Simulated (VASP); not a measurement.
Here is a VASP 6.6.1 calculation.

The input INCAR:

```
SYSTEM = HF
ALGO = Normal
EDIFF = 1E-6
ENCUT = 1010
GGA = PE
GGA_COMPAT = .False.
ISIF = 2
ISMEAR = -1
IVDW = 12
LASPH = .True.
LCHARG = .False.
LREAL = Auto
LWAVE = .False.
NBANDS = 56
NELM = 120
PREC = Accurate
SIGMA = 0.02
```

Contents of KPOINTS:

```
k-points
0
Gamma
  1 1 1
  0 0 0
```

POSCAR

```
HF
1.0
    6.4792240000      0.0000000000      0.0000000000
    0.0000000000      6.4792240000      0.0000000000
    0.0000000000      0.0000000000      6.4792240000
F H
10 10
Direct
    0.2883987342      0.5888359470      0.7618504932
    0.6185462951      0.4354225136      0.6999449317
    0.8575718327      0.6814087613     -0.0656405767
    0.4824806180      0.2146399013      0.4293261045
    0.4446674478      0.2623616655      1.0526877910
    0.4975287164      0.8391128320      1.0170816752
    0.0564573782      0.2111055275      0.8906313472
    0.7036953808      0.9327660226      0.5471025543
    0.8803060366      0.0239534858      0.2042682889
    1.0503418311      0.9905198524      0.5945310735
    0.4021777917      0.5165587731      0.7288218466
    0.7228026072      0.5128391919      0.7818220207
    0.7480371106      0.7563714420     -0.0014353571
    0.5061408588      0.2304133952      0.2921183154
    0.2979832153      0.2373586713      1.0436743659
    0.4188310205      0.7493026943      0.9291699129
    0.0319482703      0.1201224097      0.7633012842
    0.6301680572      1.0533977526      0.4949821151
    0.9499440056      0.0894242891      0.0917085132
    0.9121617033      0.9375505462      0.5454974238
```

Potentials or basis: VASP PAW PBE potentials, release 64 (F_h, H_h).

Run with:

```console
$ cat potpaw_PBE.64/F_h/POTCAR potpaw_PBE.64/H_h/POTCAR > POTCAR
$ mpirun -np 1 vasp_gam > vasp.out
```

Task: Predict the dispersion energy per atom.

Result: -0.024 eV.

Task: Estimate the largest force.

Result: 3.890 eV/Å.

Forces on the atoms (eV/Å):
```
F   -2.953  2.251  1.159
F    1.778  0.698  0.825
F   -0.151 -0.422 -0.242
F   -0.253 -0.630  2.656
F   -0.862 -0.002  0.164
F    0.023 -0.327 -0.104
F   -0.282 -0.409  0.003
F   -0.657 -0.630  0.149
F    0.081  0.202 -0.372
F    0.202 -0.159  0.004
H    2.770 -1.827 -0.926
H   -0.773 -0.494 -0.548
H   -0.180  0.172  0.027
H    0.123  0.401 -2.964
H    0.753  0.145 -0.438
H   -0.259  0.090 -0.041
H    0.568  0.136  0.282
H   -0.237  0.094 -0.008
H   -0.137  0.023 -0.015
H    0.446  0.687  0.389
```

Caveat: the k points lie up to 0.97 Å⁻¹ apart, too coarse for converged energies, forces and pressures.
